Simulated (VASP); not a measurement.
# As in VASP: settings compared

The runs below take As through single point, with r2SCAN, PBE.

All numbers are computed with VASP 6.6.1; they aren't measurements. Logs are shortened: lines on timing, memory, paths and dates and some standing lists are left out, and cuts for length are marked.

**1. The cell of the first run**

The cell holds a slab with vacuum, 2 atoms: a = 3.575 Å, b = 3.575 Å, c = 26.416 Å, α = 90.00°, β = 90.00°, γ = 120.00°.

**2. Single point, r2SCAN**

The input, POSCAR:

```
As
1.0
    3.5749087740      0.0000000000      0.0000000000
   -1.7874543870      3.0959618145      0.0000000000
    0.0000000000      0.0000000000     26.4156438000
As
2
Direct
    0.3333333333      0.6666666667      0.3206196299
    0.6666666667      0.3333333333      0.3724477827
```

The input, INCAR.step1:

```
SYSTEM = As
ALGO = Normal ; DIPOL = 0.5 0.5 0.347
EDIFF = 1E-4 ; ENCUT = 520
GGA = PE ; IDIPOL = 3
ISMEAR = 0 ; LASPH = .TRUE.
LCHARG = .FALSE. ; LDIPOL = .TRUE.
LREAL = .FALSE. ; LWAVE = .TRUE.
NBANDS = 12 ; NELM = 100
PREC = Accurate ; SIGMA = 0.01
```

The input, INCAR.step2:

```
SYSTEM = As
ALGO = Normal ; DIPOL = 0.5 0.5 0.347
EDIFF = 1E-7 ; ENCUT = 520
IDIPOL = 3 ; ISIF = 2
ISMEAR = 0 ; ISTART = 1
LASPH = .TRUE. ; LCHARG = .FALSE.
LDIPOL = .TRUE. ; LMIXTAU = .TRUE.
LREAL = .FALSE. ; LWAVE = .FALSE.
METAGGA = R2SCAN ; NBANDS = 12
NELM = 100 ; PREC = Accurate
SIGMA = 0.01
```

The input, KPOINTS:

```
k-points
0
G
  12 12 1
  0 0 0
```

Potentials or basis: VASP PAW PBE potentials, release 64 (As).

On the command line:

```
$ cat potpaw_PBE.64/As/POTCAR > POTCAR
$ cp INCAR.step1 INCAR
$ mpirun -np 1 vasp_std > vasp.out
$ cp INCAR.step2 INCAR
$ mpirun -np 1 vasp_std > vasp.out
```

OUTCAR:

```text
SYSTEM = As
   EDIFF = 1E-7
   ENCUT = 520
   ISIF = 2
   ISMEAR = 0
   ISTART = 1
   LASPH = .TRUE.
   LREAL = .FALSE.
   METAGGA = R2SCAN
   NELM = 100
   PREC = Accurate

 ion  position               nearest neighbor table
   1  0.333  0.667  0.321-   2 2.48   2 2.48   2 2.48
   2  0.667  0.333  0.372-   1 2.48   1 2.48   1 2.48

  LATTYP: Found a hexagonal cell.
 ALAT       =     3.5749087740
 C/A-ratio  =     7.3891798281

  Lattice vectors:

 A1 = (   3.5749087740,   0.0000000000,   0.0000000000)
 A2 = (  -1.7874543870,   3.0959618145,   0.0000000000)
 A3 = (   0.0000000000,   0.0000000000,  26.4156438000)

Analysis of symmetry for initial positions (statically):
=====================================================================
 Subroutine PRICEL returns:
 Original cell was already a primitive cell.

 Routine SETGRP: Setting up the symmetry group for a
 hexagonal supercell.

 Subroutine GETGRP returns: Found 12 space group operations
 (whereof  6 operations were pure point group operations)
 out of a pool of 24 trial point group operations.

The static configuration has the point symmetry C_3v.
 The point group associated with its full space group is D_3d.

Analysis of symmetry for dynamics (positions and initial velocities):
=====================================================================
 Subroutine PRICEL returns:
 Original cell was already a primitive cell.

 Routine SETGRP: Setting up the symmetry group for a
 hexagonal supercell.

 Subroutine GETGRP returns: Found 12 space group operations
 (whereof  6 operations were pure point group operations)
 out of a pool of 24 trial point group operations.

The dynamic configuration has the point symmetry C_3v.
 The point group associated with its full space group is D_3d.

 Subroutine INISYM returns: Found 12 space group operations
 (whereof  6 operations are pure point group operations),
 and found     1 'primitive' translations

----------------------------------------------------------------------------------------

                                     Primitive cell

  volume of cell :     292.3626

  direct lattice vectors                    reciprocal lattice vectors
     3.574908774  0.000000000  0.000000000     0.279727418  0.161500700  0.000000000
    -1.787454387  3.095961814  0.000000000     0.000000000  0.323001400  0.000000000
     0.000000000  0.000000000 26.415643800     0.000000000  0.000000000  0.037856355

  length of vectors
     3.574908774  3.574908774 26.415643800     0.323001400  0.323001400  0.037856355

  position of ions in fractional coordinates (direct lattice)
     0.333333333  0.666666667  0.320619630
     0.666666667  0.333333333  0.372447783

  ion indices of the primitive-cell ions
   primitive index   ion index
                 1           1
                 2           2

----------------------------------------------------------------------------------------

 KPOINTS: k-points

Automatic generation of k-mesh.
 Grid dimensions read from file:
 generate k-points for:   12   12    1

 Generating k-lattice:

  Cartesian coordinates                     Fractional coordinates (reciprocal lattice)
     0.023310618  0.013458392  0.000000000     0.083333333  0.000000000  0.000000000
     0.000000000  0.026916783  0.000000000     0.000000000  0.083333333  0.000000000
     0.000000000  0.000000000  0.037856355     0.000000000  0.000000000  1.000000000

  Length of vectors
     0.026916783  0.026916783  0.037856355

  Shift w.r.t. Gamma in fractional coordinates (k-lattice)
     0.000000000  0.000000000  0.000000000

 Subroutine IBZKPT returns following result:
 ===========================================

 Found     19 irreducible k-points:

 Following reciprocal coordinates:
            Coordinates               Weight
  0.000000  0.000000  0.000000      1.000000
  0.083333  0.000000  0.000000      6.000000
  0.166667  0.000000  0.000000      6.000000
  0.250000  0.000000  0.000000      6.000000
  0.333333  0.000000  0.000000      6.000000
  0.416667  0.000000  0.000000      6.000000
[... 11 lines left out ...]
  0.333333  0.250000  0.000000     12.000000
  0.333333  0.333333  0.000000      2.000000
   k-points           NKPTS =     19   k-points in BZ     NKDIM =     19   number of bands    NBANDS=     12
   number of dos      NEDOS =    301   number of ions     NIONS =      2
   total plane-waves  NPLWV = 153664
   dimension x,y,z NGX =    28 NGY =   28 NGZ =  196
   dimension x,y,z NGXF=    56 NGYF=   56 NGZF=  392
   ions per type =               2
   NGX,Y,Z   is equivalent  to a cutoff of  13.02, 13.02, 12.34 a.u.
   NGXF,Y,Z  is equivalent  to a cutoff of  26.04, 26.04, 24.67 a.u.
 SYSTEM =  As
   PREC   = accura    normal or accurate (medium, high low for compatibility)
   ISTART =      1    job   : 0-new  1-cont  2-samecut
   ICHARG =      0    charge: 1-file 2-atom 10-const
   ISPIN  =      1    spin polarized calculation?
   LNONCOLLINEAR =      F non collinear calculations
   LSORBIT =      F    spin-orbit coupling
   LASPH  =      T    aspherical Exc in radial PAW
   ENCUT  =  520.0 eV  38.22 Ry    6.18 a.u.   6.65  6.65 49.12*2*pi/ulx,y,z
   NELM   =    100;   NELMIN=  2; NELMDL=  0     # of ELM steps
   EDIFF  = 0.1E-06   stopping-criterion for ELM
   LREAL  =      F    real-space projection
   EDIFFG = 0.1E-05   stopping-criterion for IOM
   NSW    =      0    number of steps for IOM
   IBRION =     -1    ionic relax: 0-MD 1-quasi-New 2-CG
   NFREE  =      0    steps in history (QN), initial steepest desc. (CG)
   ISIF   =      2    stress and relaxation
   ISYM   =      2    0-nonsym 1-usesym 2-fastsym
   POTIM  = 0.5000    time-step for ionic-motion
   TEBEG  =    0.0;   TEEND  =   0.0 temperature during run
   PSTRESS=    0.0 pullay stress
   NELECT =      10.0000    total number of electrons
   NUPDOWN=      -1.0000    fix difference up-down
   EMIN   =  10.00;   EMAX   =-10.00  energy-range for DOS
   EFERMI =   0.00;   METHOD = LEGACY
   ISMEAR =     0;   SIGMA  =   0.01  broadening in eV -4-tet -1-fermi 0-gaus
   EFERMI_NEDOS =   21; number of points for ismear=-14 and -15
   IALGO  =     38    algorithm
   IMIX   =      4    mixing-type and parameters
     AMIX     =   0.40;   BMIX     =  1.00
     AMIX_MAG =   1.60;   BMIX_MAG =  1.00
  volume/ion in A,a.u.               =     146.18       986.48
  Fermi-wavevector in a.u.,A,eV,Ry     =   0.531416  1.004230  3.842319  0.282402
  Thomas-Fermi vector in A             =   1.554429
   LORBIT       =      0    0 simple, 1 ext, 2 COOP (PROOUT), +10 PAW based schemes
   METAGGA = R2SCAN    functional components
   LHFCALC =     F    Hartree Fock is set to
   AEXX    =    0.0000 exact exchange contribution
   IVDW    =     0    specifies the selected vdW correction
   LEPSILON=     F    determine dielectric tensor
   LRPA    =     F    only Hartree local field effects (RPA)
 non-spin polarized calculation
 Gauss-broadening in eV      SIGMA  =   0.01
  energy-cutoff  :      520.00
  volume of cell :      292.36
 maximum number of plane-waves:      7971
 NGX is ok and might be reduce to    28
   NGX = 13   NGY = 13   NGZ = 99

 dipolmoment           0.000000      0.000000     -0.000000 electrons x Angstroem

 number of electron      10.0000001 magnetization

 dipolmoment           0.000000      0.000000      0.000000 electrons x Angstroem

 Free energy of the ion-electron system (eV)
  ---------------------------------------------------
  ext. energy  EPLUGINS =         0.00000000
  ---------------------------------------------------
  free energy    TOTEN  =       -29.38298193 eV

  energy without entropy =      -29.38298193  energy(sigma->0) =      -29.38298193

 E-fermi :  -4.2056     XC(G=0):  -1.9219

 val. band max:       -4.2841807011   @ k =   0.0000   0.0000   0.0000
 cond. band min:      -2.2915005772   @ k =   0.3333   0.0000   0.0000
 fundamental gap:      1.9926801240
 Fermi energy:        -4.2056285740

 k-point     1 :       0.0000    0.0000    0.0000
  band No.  band energies     occupation
      1     -18.4768      2.00000
      2     -11.5421      2.00000
      3      -4.7192      2.00000
      4      -4.2842      2.00000
      5      -4.2842      2.00000
      6      -1.7611      0.00000
      7      -0.4372      0.00000
      8      -0.4372      0.00000
      9       1.2968      0.00000
     10       1.4346      0.00000
     11       1.8007      0.00000
     12       2.0505      0.00000

 k-point     2 :       0.0833    0.0000    0.0000
  band No.  band energies     occupation
      1     -18.3773      2.00000
      2     -11.5240      2.00000
      3      -5.1855      2.00000
      4      -4.6743      2.00000
      5      -4.5056      2.00000
      6      -1.1985      0.00000
      7      -0.4558      0.00000
      8      -0.2028      0.00000
      9       1.4238      0.00000
     10       1.5438      0.00000
     11       1.9080      0.00000
     12       2.1646      0.00000

 k-point     3 :       0.1667    0.0000    0.0000
  band No.  band energies     occupation
      1     -18.0815      2.00000
      2     -11.5241      2.00000
      3      -6.5912      2.00000
      4      -4.9972      2.00000
      5      -4.5801      2.00000
      6      -1.6174      0.00000
      7       0.2651      0.00000
      8       0.4342      0.00000
      9       1.7592      0.00000
     10       1.8794      0.00000
     11       2.2264      0.00000
     12       2.4934      0.00000
[... 211 lines left out ...]
 k-point    18 :       0.3333    0.2500    0.0000
  band No.  band energies     occupation
      1     -15.3088      2.00000
      2     -13.9690      2.00000
      3      -8.6381      2.00000
      4      -6.7858      2.00000
      5      -5.8015      2.00000
      6      -1.6427      0.00000
      7       0.3754      0.00000
      8       0.9886      0.00000
      9       4.1895      0.00000
     10       4.9174      0.00000
     11       5.2118      0.00000
     12       5.5168      0.00000

 k-point    19 :       0.3333    0.3333    0.0000
  band No.  band energies     occupation
      1     -14.6226      2.00000
      2     -14.6226      2.00000
      3      -8.8902      2.00000
      4      -6.2707      2.00000
      5      -6.2707      2.00000
      6      -1.8979      0.00000
      7       0.8915      0.00000
      8       0.8916      0.00000
      9       4.6186      0.00000
     10       5.4921      0.00000
     11       5.4926      0.00000
     12       6.2174      0.00000

------------------------ aborting loop because EDIFF is reached ----------------------------------------

 vacuum level on the upper side and lower side of the slab       (xc-potential included)        -0.003        -0.003

  FORCE on cell =-STRESS in cart. coord.  units (eV):
  Direction    XX          YY          ZZ          XY          YZ          ZX
  --------------------------------------------------------------------------------------
  -------------------------------------------------------------------------------------
  Total        0.0228884      0.0228884      0.0828867      0.0000000      0.0000000      0.0000000
  in kB        0.1254309      0.1254309      0.4542276      0.0000000      0.0000000      0.0000000
  external PRESSURE =       0.2350298 kB  Pullay stress =       0.0000000 kB

 VOLUME and BASIS-vectors are now :
 -----------------------------------------------------------------------------
  energy-cutoff  :      520.00
  volume of cell :      292.36
      direct lattice vectors                 reciprocal lattice vectors
     3.574908774  0.000000000  0.000000000     0.279727418  0.161500700  0.000000000
    -1.787454387  3.095961814  0.000000000     0.000000000  0.323001400  0.000000000
     0.000000000  0.000000000 26.415643800     0.000000000  0.000000000  0.037856355

 POSITION                                       TOTAL-FORCE (eV/Angst)
 -----------------------------------------------------------------------------------
     -0.00000      2.06397      8.46937         0.000000     -0.000000     -0.062649
      1.78745      1.03199      9.83845        -0.000000      0.000000      0.062649
 -----------------------------------------------------------------------------------
    total drift:                                0.000001     -0.000000      0.000038

  FREE ENERGIE OF THE ION-ELECTRON SYSTEM (eV)
  ---------------------------------------------------
  free  energy   TOTEN  =       -29.3829819328 eV

  energy  without entropy=      -29.3829819328  energy(sigma->0) =      -29.38298193

 vacuum level on the upper side and lower side of the slab         1.453         1.452
```

It took 4.1 min on 1 thread of Intel Xeon Platinum 8559C (Emerald Rapids), shared host; peak memory 0.42 GiB.

Results:

| Quantity | Value |
| --- | --- |
| Free energy | -29.3830 eV |
| Largest force | 0.063 eV/Å |
| Band gap on the k mesh | 1.99 eV, indirect (least direct gap 2.43 eV) |

Forces in eV/Å, atoms in the order of the input:
```
As   0.000  0.000 -0.063
As   0.000  0.000  0.063
```

Levels at points of the mesh, in eV from the valence-band top:
| k point | band 2 | band 3 | band 4 | band 5 | band 6 | band 7 | band 8 | band 9 |
| --- | --- | --- | --- | --- | --- | --- | --- | --- |
| (0.00, 0.00, 0.00) | -7.26 | -0.43 | 0.00 | 0.00 | 2.52 | 3.85 | 3.85 | 5.58 |
| (0.50, 0.00, 0.00) | -9.44 | -3.46 | -2.02 | -1.52 | 2.34 | 3.62 | 5.02 | 6.98 |

Caveat: the PAW data sets were made with another functional, which shifts forces and pressure a little.

**3. Single point, PBE (uniaxial y strain -1.0%)**

The input, INCAR:

```
SYSTEM = As
  ALGO = Normal
  DIPOL = 0.5 0.5 0.347
  EDIFF = 1E-7
  ENCUT = 520
  GGA = PE
  IDIPOL = 3
  ISIF = 2
  ISMEAR = -1
  LASPH = .TRUE.
  LCHARG = .FALSE.
  LDIPOL = .TRUE.
  LREAL = .FALSE.
  LWAVE = .FALSE.
  NBANDS = 12
  NELM = 60
  PREC = Accurate
  SIGMA = 0.02
```

KPOINTS is that of step 2.

The input, POSCAR:

```
As
1.0
    3.5749087740      0.0000000000      0.0000000000
   -1.7874543870      3.0650021964      0.0000000000
    0.0000000000      0.0000000000     26.4156438000
As
2
Direct
    0.3330443001      0.6660886002      0.3205320536
    0.6669556999      0.3339113998      0.3725353590
```

Potentials or basis: VASP PAW PBE potentials, release 64 (As).

On the command line:

```
$ cat potpaw_PBE.64/As/POTCAR > POTCAR
$ mpirun -np 1 vasp_std > vasp.out
```

Run time: 2.5 min. Hardware: 1 thread of Intel Xeon Platinum 8559C (Emerald Rapids), shared host; peak memory 0.44 GiB.

The run converged. Its results:

```
Free energy            : -9.3145 eV
Largest force          : 0.505 eV/Å
Band gap on the k mesh : 1.53 eV, indirect (least direct gap 2.07 eV)
```

Forces on the atoms (eV/Å):
```
As   0.000 -0.012 -0.505
As   0.000  0.012  0.505
```

Levels at points of the mesh, in eV from the valence-band top:
```tsv
k point	band 1	band 2	band 3	band 4	band 5	band 6	band 7	band 8	band 9	band 10
(0.00, 0.00, 0.00)	-13.81	-7.20	-0.62	-0.08	0.00	2.07	3.53	3.61	4.80	5.08
(0.50, 0.00, 0.00)	-11.28	-9.25	-3.52	-1.97	-1.65	1.97	3.16	4.68	6.24	8.36
(0.00, 0.50, 0.00)	-11.21	-9.25	-3.51	-2.09	-1.62	1.86	3.17	4.59	6.27	8.38
```

Caveat: the cell differs from its parent crystal (uniaxial y strain -1.0%).

**4. Single point, PBE (uniaxial x strain +0.5%)**

The input, INCAR:

```
  PREC = Accurate
  ENCUT = 520
  EDIFF = 1E-7
  ISMEAR = -1
  SIGMA = 0.02
  LREAL = False
  LASPH = True
  NELM = 60
  ALGO = Normal
  ISIF = 2
  LWAVE = False
  LCHARG = False
  LDIPOL = True
  IDIPOL = 3
  DIPOL = 0.5 0.5 0.347
  GGA = PE
  NBANDS = 12
```

The input, KPOINTS:

```
Automatic mesh
0
Gamma
  12 12 1
```

The input, POSCAR:

```
As
1.0
    3.5927833179      0.0000000000      0.0000000000
   -1.7963916589      3.0959618145      0.0000000000
    0.0000000000      0.0000000000     26.4156438000
As
2
Direct
    0.3331995269      0.6663990537      0.3206637295
    0.6668004731      0.3336009463      0.3724036831
```

On the command line:

```
$ cat potpaw_PBE.64/As/POTCAR > POTCAR
$ mpirun -np 1 vasp_std > vasp.out
```

Wall time 2.4 min (1 thread of Intel Xeon Platinum 8559C (Emerald Rapids), shared host); peak memory 0.45 GiB.

The run converged. Its results:

| Property | Result |
| --- | --- |
| Free energy | -9.3225 eV |
| Largest force | 0.488 eV/Å |
| Band gap on the k mesh | 1.66 eV, indirect (least direct gap 2.02 eV) |

Forces in eV/Å, atoms in the order of the input:
```
As   0.000 -0.006 -0.488
As   0.000  0.006  0.488
```

Levels at points of the mesh, in eV from the valence-band top:
| k point | band 1 | band 2 | band 3 | band 4 | band 5 | band 6 | band 7 | band 8 | band 9 | band 10 |
| --- | --- | --- | --- | --- | --- | --- | --- | --- | --- | --- |
| (0.00, 0.00, 0.00) | -13.61 | -7.05 | -0.44 | -0.04 | 0.00 | 2.02 | 3.57 | 3.61 | 4.92 | 5.20 |
| (0.50, 0.00, 0.00) | -11.13 | -9.13 | -3.36 | -1.92 | -1.50 | 2.01 | 3.30 | 4.72 | 6.38 | 8.42 |
| (0.00, 0.50, 0.00) | -11.10 | -9.13 | -3.36 | -1.98 | -1.48 | 1.96 | 3.31 | 4.68 | 6.39 | 8.43 |

Caveat: the cell differs from its parent crystal (uniaxial x strain +0.5%).

**5. The runs side by side**

| level | cell | smearing | gap on the mesh (eV) | largest force (eV/Å) |
| --- | --- | --- | --- | --- |
| r2SCAN | a = 3.575, b = 3.575, c = 26.416 Å, angles 90.0, 90.0, 120.0°, 2 atoms | gaussian 0.01 eV | 1.99 | 0.06 |
| PBE | a = 3.575, b = 3.548, c = 26.416 Å, angles 90.0, 90.0, 120.2°, 2 atoms | fermi-dirac 0.02 eV | 1.53 | 0.50 |
| PBE | a = 3.593, b = 3.579, c = 26.416 Å, angles 90.0, 90.0, 120.1°, 2 atoms | fermi-dirac 0.02 eV | 1.66 | 0.49 |

Alike in all rows: task single point; potentials or basis VASP PAW PBE potentials, release 64 (As); no spin polarisation; k mesh 12 × 12 × 1; cutoff (eV) 520.

Caveats: the PAW data sets were made with another functional, which shifts forces and pressure a little (some runs).

Total energies depend on the potentials used, so only differences within one code and one set of settings carry meaning.
